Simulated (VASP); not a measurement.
Sn, 3 atoms in the cell. It takes space group P6/mmm (No. 191, hexagonal). Conventional cell: a = 4.584 Å, b = 4.584 Å, c = 2.723 Å, α = 90.00°, β = 90.00°, γ = 120.00°. Sn (site symmetry 6/mmm) has 14 Sn at 2.72 to 2.98 Å within 3.6 Å. Sn (site symmetry -6m2) has 11 Sn at 2.65 to 2.98 Å within 3.5 Å. 

- Program: VASP 6.6.1
- Task: single point
- Functional: PBE
- Potentials or basis: VASP PAW PBE potentials, release 64 (Sn_d)
- Cutoff: 520 eV
- k mesh: 8 × 8 × 11
- Occupations: fermi-dirac, width 0.08 eV
- Spin: no spin polarisation
- Dipole correction: no
- Further INCAR settings: ALGO = Normal; EDIFF = 1e-06; NBANDS = 28

Potentials or basis: VASP PAW PBE potentials, release 64 (Sn_d).

Launch:

```sh
$ cat potpaw_PBE.64/Sn_d/POTCAR > POTCAR
$ mpirun -np 1 vasp_std > vasp.out
```

Hardware: 1 thread of Intel(R) Xeon(R) Platinum 8488C (Sapphire Rapids) (shared host).

How long does it take, and how much memory?

Run time: 64 s on 1 thread of Intel(R) Xeon(R) Platinum 8488C (Sapphire Rapids), with other jobs on the host, peak memory 0.2 GiB. Counts: scf iterations 12, k points 60.
